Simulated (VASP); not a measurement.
Runs of VASP 6.6.1 on Cs. The structure is cubic, space group Im-3m (No. 229). The conventional cell has a = 6.154 Å, b = 6.154 Å, c = 6.154 Å, α = 90.00°, β = 90.00°, γ = 90.00°. 

```csv
k mesh,smearing,gap on the mesh (eV),pressure (GPa)
7 × 7 × 7,fermi-dirac 1 eV,none,(a)
7 × 7 × 7,fermi-dirac 0.2 eV,none,0.0
3 × 3 × 3,fermi-dirac 0.1 eV,none,-0.1
7 × 7 × 7,gaussian 0.01 eV,none,0.0
5 × 5 × 5,fermi-dirac 0.1 eV,none,0.0
7 × 7 × 7,gaussian 0.3 eV,none,0.0
7 × 7 × 7,fermi-dirac 0.01 eV,none,0.0
7 × 7 × 7,methfessel-paxton 0.1 eV,none,0.0
```

Alike in all rows: task single point; level PBE; potentials or basis VASP PAW PBE potentials, release 64 (Cs_sv); no spin polarisation; cell as given; cutoff (eV) 520.

Fill in the values left out.

(a) 0.4.

Caveats: some runs use coarse meshes; spin-orbit coupling is left out, which moves the levels of the heavy elements.

A k mesh can miss the band edges, and the runs leave out spin-orbit coupling on Cs.

A gap of «none» marks levels without a gap at the run's occupations.
